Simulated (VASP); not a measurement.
# HfN (P6_3/mmc) in VASP: a series of runs, part 2 of 2

VASP 6.6.1.

## Step 3: Single point, LDA

This run uses another cell than the first one, of 12.13 Å³/atom.

INCAR

```
PREC = Accurate
ENCUT = 520
EDIFF = 1E-7
ISMEAR = 1
SIGMA = 0.1
LREAL = F
LASPH = T
NELM = 100
ALGO = Normal
ISIF = 2
LWAVE = F
LCHARG = F
GGA = CA
NBANDS = 23
```

KPOINTS

```
regular mesh
0
Gamma
  8 8 4
```

POSCAR

```
HfN
1.0
    3.1886618282      0.0000000000      0.0000000000
   -1.5943258268      2.7614563750      0.0000000000
    0.0000000000      0.0000000000      5.5114051556
Hf N
2 2
Direct
    0.6666666667      0.3333333333      0.7500000000
    0.3333333333      0.6666666667      0.2500000000
    0.0000000000      0.0000000000      0.0000000000
    0.0000000000      0.0000000000      0.5000000000
```

Potentials or basis: VASP PAW LDA potentials, release 64 (Hf_pv, N).

Run with:

```
$ cat potpaw_LDA.64/Hf_pv/POTCAR potpaw_LDA.64/N/POTCAR > POTCAR
$ mpirun -np 1 vasp_std > vasp.out
```

OUTCAR:

```text
PREC = Accurate
   ENCUT = 520
   EDIFF = 1E-7
   ISMEAR = 1
   LREAL = F
   LASPH = T
   NELM = 100
   ISIF = 2
   GGA = CA

 ion  position               nearest neighbor table
   1  0.667  0.333  0.750-   3 2.30   4 2.30   3 2.30   4 2.30   3 2.30   4 2.30   2 3.31   2 3.31
                             2 3.31   2 3.31   2 3.31   2 3.31
   2  0.333  0.667  0.250-   3 2.30   4 2.30   3 2.30   4 2.30   3 2.30   4 2.30   1 3.31   1 3.31
                             1 3.31   1 3.31   1 3.31   1 3.31
   3  0.000  0.000  0.000-   2 2.30   1 2.30   2 2.30   1 2.30   1 2.30   2 2.30
   4  0.000  0.000  0.500-   2 2.30   1 2.30   2 2.30   1 2.30   1 2.30   2 2.30

  LATTYP: Found a hexagonal cell.
 ALAT       =     3.1886618282
 C/A-ratio  =     1.7284382768

  Lattice vectors:

 A1 = (   3.1886618282,   0.0000000000,   0.0000000000)
 A2 = (  -1.5943258268,   2.7614563750,   0.0000000000)
 A3 = (   0.0000000000,   0.0000000000,   5.5114051556)

Analysis of symmetry for initial positions (statically):
=====================================================================
 Subroutine PRICEL returns:
 Original cell was already a primitive cell.

 Routine SETGRP: Setting up the symmetry group for a
 hexagonal supercell.

 Subroutine GETGRP returns: Found 24 space group operations
 (whereof 12 operations were pure point group operations)
 out of a pool of 24 trial point group operations.

The static configuration has the point symmetry D_3d.
 The point group associated with its full space group is D_6h.

Analysis of symmetry for dynamics (positions and initial velocities):
=====================================================================
 Subroutine PRICEL returns:
 Original cell was already a primitive cell.

 Routine SETGRP: Setting up the symmetry group for a
 hexagonal supercell.

 Subroutine GETGRP returns: Found 24 space group operations
 (whereof 12 operations were pure point group operations)
 out of a pool of 24 trial point group operations.

The dynamic configuration has the point symmetry D_3d.
 The point group associated with its full space group is D_6h.

 Subroutine INISYM returns: Found 24 space group operations
 (whereof 12 operations are pure point group operations),
 and found     1 'primitive' translations

----------------------------------------------------------------------------------------

                                     Primitive cell

  volume of cell :      48.5299

  direct lattice vectors                    reciprocal lattice vectors
     3.188661828  0.000000000  0.000000000     0.313611180  0.181063300  0.000000000
    -1.594325827  2.761456375  0.000000000     0.000000000  0.362127756  0.000000000
     0.000000000  0.000000000  5.511405156     0.000000000  0.000000000  0.181441932

  length of vectors
     3.188661828  3.188654286  5.511405156     0.362126899  0.362127756  0.181441932

  position of ions in fractional coordinates (direct lattice)
     0.666666667  0.333333333  0.750000000
     0.333333333  0.666666667  0.250000000
     0.000000000  0.000000000  0.000000000
     0.000000000  0.000000000  0.500000000

  ion indices of the primitive-cell ions
   primitive index   ion index
                 1           1
                 2           2
                 3           3
                 4           4

----------------------------------------------------------------------------------------

 KPOINTS: regular mesh

Automatic generation of k-mesh.
 Grid dimensions read from file:
 generate k-points for:    8    8    4

 Generating k-lattice:

  Cartesian coordinates                     Fractional coordinates (reciprocal lattice)
     0.039201398  0.022632913  0.000000000     0.125000000 -0.000000000  0.000000000
     0.000000000  0.045265969  0.000000000     0.000000000  0.125000000  0.000000000
     0.000000000  0.000000000  0.045360483     0.000000000  0.000000000  0.250000000

  Length of vectors
     0.045265862  0.045265969  0.045360483

  Shift w.r.t. Gamma in fractional coordinates (k-lattice)
     0.000000000  0.000000000  0.000000000

 Subroutine IBZKPT returns following result:
 ===========================================

 Found     30 irreducible k-points:

 Following reciprocal coordinates:
            Coordinates               Weight
  0.000000  0.000000  0.000000      1.000000
  0.125000 -0.000000  0.000000      6.000000
  0.250000 -0.000000  0.000000      6.000000
  0.375000 -0.000000  0.000000      6.000000
  0.500000 -0.000000  0.000000      3.000000
  0.125000  0.125000  0.000000      6.000000
[... 16 lines left out ...]
  0.250000 -0.000000  0.500000      6.000000
  0.375000 -0.000000  0.500000      6.000000
 [... further k-points ...]
   k-points           NKPTS =     30   k-points in BZ     NKDIM =     30   number of bands    NBANDS=     23
   number of dos      NEDOS =    301   number of ions     NIONS =      4
   total plane-waves  NPLWV =  24192
   dimension x,y,z NGX =    24 NGY =   24 NGZ =   42
   dimension x,y,z NGXF=    48 NGYF=   48 NGZF=   84
   ions per type =               2   2
   NGX,Y,Z   is equivalent  to a cutoff of  12.51, 12.51, 12.67 a.u.
   NGXF,Y,Z  is equivalent  to a cutoff of  25.03, 25.03, 25.34 a.u.
 SYSTEM =  unknown system
   PREC   = accura    normal or accurate (medium, high low for compatibility)
   ISTART =      0    job   : 0-new  1-cont  2-samecut
   ICHARG =      2    charge: 1-file 2-atom 10-const
   ISPIN  =      1    spin polarized calculation?
   LNONCOLLINEAR =      F non collinear calculations
   LSORBIT =      F    spin-orbit coupling
   LASPH  =      T    aspherical Exc in radial PAW
   ENCUT  =  520.0 eV  38.22 Ry    6.18 a.u.   5.93  5.93 10.25*2*pi/ulx,y,z
   NELM   =    100;   NELMIN=  2; NELMDL= -5     # of ELM steps
   EDIFF  = 0.1E-06   stopping-criterion for ELM
   LREAL  =      F    real-space projection
   EDIFFG = 0.1E-05   stopping-criterion for IOM
   NSW    =      0    number of steps for IOM
   IBRION =     -1    ionic relax: 0-MD 1-quasi-New 2-CG
   NFREE  =      0    steps in history (QN), initial steepest desc. (CG)
   ISIF   =      2    stress and relaxation
   ISYM   =      2    0-nonsym 1-usesym 2-fastsym
   POTIM  = 0.5000    time-step for ionic-motion
   TEBEG  =    0.0;   TEEND  =   0.0 temperature during run
   PSTRESS=    0.0 pullay stress
   NELECT =      30.0000    total number of electrons
   NUPDOWN=      -1.0000    fix difference up-down
   EMIN   =  10.00;   EMAX   =-10.00  energy-range for DOS
   EFERMI =   0.00;   METHOD = LEGACY
   ISMEAR =     1;   SIGMA  =   0.10  broadening in eV -4-tet -1-fermi 0-gaus
   EFERMI_NEDOS =   21; number of points for ismear=-14 and -15
   IALGO  =     38    algorithm
   IMIX   =      4    mixing-type and parameters
     AMIX     =   0.40;   BMIX     =  1.00
     AMIX_MAG =   1.60;   BMIX_MAG =  1.00
  volume/ion in A,a.u.               =      12.13        81.87
  Fermi-wavevector in a.u.,A,eV,Ry     =   1.394587  2.635387 26.461599  1.944873
  Thomas-Fermi vector in A             =   2.518122
   LORBIT       =      0    0 simple, 1 ext, 2 COOP (PROOUT), +10 PAW based schemes
   GGA     = CA    functional components
   LHFCALC =     F    Hartree Fock is set to
   AEXX    =    0.0000 exact exchange contribution
   IVDW    =     0    specifies the selected vdW correction
   LEPSILON=     F    determine dielectric tensor
   LRPA    =     F    only Hartree local field effects (RPA)
 non-spin polarized calculation
 Methfessel and Paxton  Order N= 1 SIGMA  =   0.10
  energy-cutoff  :      520.00
  volume of cell :       48.53
 maximum number of plane-waves:      1328
 NGX is ok and might be reduce to    24
   NGX = 11   NGY = 11   NGZ = 21

 number of electron      30.0000008 magnetization

 Free energy of the ion-electron system (eV)
  ---------------------------------------------------
  ext. energy  EPLUGINS =         0.00000000
  ---------------------------------------------------
  free energy    TOTEN  =       -47.27647098 eV

  energy without entropy =      -47.27132838  energy(sigma->0) =      -47.27475678

 E-fermi :   7.1361     XC(G=0): -12.7264

 val. band max:        7.1327829577   @ k =   0.1250  -0.0000   0.0000
 cond. band min:       7.1647655957   @ k =   0.1250  -0.0000   0.2500
 fundamental gap:      0.0319826380
 Fermi energy:         7.1360551979

 k-point     1 :       0.0000    0.0000    0.0000
  band No.  band energies     occupation
      1     -24.2789      2.00000
      2     -23.5599      2.00000
      3     -23.4630      2.00000
      4     -23.4630      2.00000
      5     -23.4099      2.00000
      6     -23.4098      2.00000
[... 613 lines left out ...]
     22      12.3383      0.00000
     23      13.9936      0.00000

 [... further k-points ...]
[... 5 lines left out ...]
  --------------------------------------------------------------------------------------
  -------------------------------------------------------------------------------------
  Total       -6.5609833     -6.5609559     -6.6413533     -0.0000121      0.0000000      0.0000000
  in kB     -216.6060233   -216.6051178   -219.2593796     -0.0003990      0.0000000      0.0000000
  external PRESSURE =    -217.4901735 kB  Pullay stress =       0.0000000 kB

 VOLUME and BASIS-vectors are now :
 -----------------------------------------------------------------------------
  energy-cutoff  :      520.00
  volume of cell :       48.53
      direct lattice vectors                 reciprocal lattice vectors
     3.188661828  0.000000000  0.000000000     0.313611180  0.181063300  0.000000000
    -1.594325827  2.761456375  0.000000000     0.000000000  0.362127756  0.000000000
     0.000000000  0.000000000  5.511405156     0.000000000  0.000000000  0.181441932

 POSITION                                       TOTAL-FORCE (eV/Angst)
 -----------------------------------------------------------------------------------
      1.59433      0.92049      4.13355        -0.000000      0.000000      0.000000
      0.00000      1.84097      1.37785         0.000000     -0.000000      0.000000
      0.00000      0.00000      0.00000         0.000000     -0.000000      0.000000
      0.00000      0.00000      2.75570        -0.000000     -0.000000      0.000000
 -----------------------------------------------------------------------------------
    total drift:                               -0.000000      0.000000     -0.000000

  FREE ENERGIE OF THE ION-ELECTRON SYSTEM (eV)
  ---------------------------------------------------
  free  energy   TOTEN  =       -47.2764709830 eV

  energy  without entropy=      -47.2713283784  energy(sigma->0) =      -47.27475678
```

OSZICAR:

```text
N       E                     dE             d eps       ncg     rms          rms(c)
DAV:   1     0.107412877671E+03    0.10741E+03   -0.16438E+04  1380   0.129E+03
DAV:   2    -0.476779791097E+02   -0.15509E+03   -0.14606E+03  1868   0.303E+02
DAV:   3    -0.533832323437E+02   -0.57053E+01   -0.56580E+01  1765   0.453E+01
DAV:   4    -0.534340866068E+02   -0.50854E-01   -0.50784E-01  1675   0.456E+00
DAV:   5    -0.534347309634E+02   -0.64436E-03   -0.64417E-03  1863   0.422E-01    0.690E+01
DAV:   6    -0.476205691988E+02    0.58142E+01   -0.29026E+01  1583   0.264E+01    0.542E+01
DAV:   7    -0.473579896401E+02    0.26258E+00   -0.25272E+00  1569   0.908E+00    0.256E+01
DAV:   8    -0.472882152187E+02    0.69774E-01   -0.28519E-01  1867   0.324E+00    0.470E+00
DAV:   9    -0.472772701310E+02    0.10945E-01   -0.49031E-02  1577   0.132E+00    0.319E+00
DAV:  10    -0.472770714474E+02    0.19868E-03   -0.10201E-02  1720   0.617E-01    0.164E+00
DAV:  11    -0.472764658430E+02    0.60560E-03   -0.23470E-03  1647   0.284E-01    0.420E-02
DAV:  12    -0.472764719459E+02   -0.61029E-05   -0.12278E-04  1717   0.736E-02    0.137E-01
DAV:  13    -0.472764709423E+02    0.10037E-05   -0.38678E-06  1639   0.122E-02    0.169E-02
DAV:  14    -0.472764709830E+02   -0.40768E-07   -0.15047E-07  1389   0.260E-03
   1 F= -.47276471E+02 E0= -.47274757E+02  d E =-.514260E-02
```

stdout:

```text
POSCAR found type information on POSCAR HfN
 POSCAR found :  2 types and       4 ions
 scaLAPACK will be used
 LDA part: xc-table for (Slater(with rela. corr.)+CA(PZ))
 , standard interpolation
 POSCAR, INCAR and KPOINTS ok, starting setup
 FFT: planning ... GRIDC
 FFT: planning ... GRID_SOFT
 FFT: planning ... GRID
 WAVECAR not read
 entering main loop
```

Run time: 16 s. Hardware: 1 thread of AMD EPYC 9R45 (Zen 5), shared host; peak memory 0.13 GiB.

What came out:

```
Free energy            : -47.2765 eV
Pressure               : -21.7 GPa
Band gap on the k mesh : zero (bands 15 and 16 overlap by 2.12 eV)
```

Stress tensor (GPa, compression positive):
```
-21.66   0.00   0.00
  0.00 -21.66   0.00
  0.00   0.00 -21.93
```

Caveat: the cell stands under tension; spin-orbit coupling is left out, which moves the levels of the heavy elements.

## Step 4: Single point, LDA

This run uses another cell than the first one, of 12.44 Å³/atom.

INCAR

```
PREC = Accurate
ENCUT = 520
EDIFF = 1E-6
ISMEAR = 1
SIGMA = 0.1
LREAL = False
LASPH = True
NELM = 100
ALGO = Normal
ISIF = 2
LWAVE = False
LCHARG = False
GGA = CA
NBANDS = 23
```

KPOINTS is that of step 3.

POSCAR

```
HfN
1.0
    3.2153464314      0.0000000000      0.0000000000
   -1.6076680858      2.7845658710      0.0000000000
    0.0000000000      0.0000000000      5.5575278452
Hf N
2 2
Direct
    0.6666666667      0.3333333333      0.7500000000
    0.3333333333      0.6666666667      0.2500000000
    0.0000000000      0.0000000000      0.0000000000
    0.0000000000      0.0000000000      0.5000000000
```

Run with:

```
$ cat potpaw_LDA.64/Hf_pv/POTCAR potpaw_LDA.64/N/POTCAR > POTCAR
$ mpirun -np 1 vasp_std > vasp.out
```

It took 16 s on 1 thread of AMD EPYC 9R45 (Zen 5), shared host; peak memory 0.13 GiB.

It converged, with:

| Quantity | Value |
| --- | --- |
| Free energy | -47.0915 eV |
| Pressure | -26.6 GPa |
| Band gap on the k mesh | zero (bands 15 and 16 overlap by 2.06 eV) |

Stress tensor (GPa, compression positive):
```
-26.47   0.00   0.00
  0.00 -26.47   0.00
  0.00   0.00 -26.76
```

Levels at points of the mesh, in eV from the Fermi level:
```
           k point  band 11  band 12  band 13  band 14  band 15  band 16  band 17  band 18  band 19  band 20
(0.00, 0.00, 0.00)    -4.26    -3.19    -3.19    -1.50    -0.42     0.81     0.81     0.89     1.81     1.81
(0.50, 0.00, 0.00)    -5.37    -4.94    -2.97    -2.43    -2.17     2.36     2.63     4.14     4.31     5.01
(0.00, 0.00, 0.50)    -3.93    -3.93    -3.93    -3.93     1.80     1.80     2.76     2.76     2.76     2.76
(0.50, 0.00, 0.50)    -4.95    -4.95    -4.05    -4.05    -0.12    -0.12     4.41     4.41     4.46     4.46
```

Caveat: the cell stands under tension; spin-orbit coupling is left out, which moves the levels of the heavy elements.

## Step 5: The runs side by side

```csv
cell,gap on the mesh (eV),pressure (GPa)
"a = 3.162, b = 3.162, c = 5.464 Å, angles 90.0, 90.0, 120.0°, 4 atoms",none,-16.2
"a = 3.189, b = 3.189, c = 5.511 Å, angles 90.0, 90.0, 120.0°, 4 atoms",none,-21.7
"a = 3.215, b = 3.215, c = 5.558 Å, angles 90.0, 90.0, 120.0°, 4 atoms",none,-26.6
```

Alike in all rows: task single point; level LDA; potentials or basis VASP PAW LDA potentials, release 64 (Hf_pv, N); no spin polarisation; k mesh 8 × 8 × 4; cutoff (eV) 520; smearing methfessel-paxton 0.1 eV.

Caveats: the cell stands under tension; spin-orbit coupling is left out, which moves the levels of the heavy elements.

Absolute energies hang on the potentials; compare differences alone.

The gap in the log of VASP goes by the Fermi energy; the results here count the filled bands.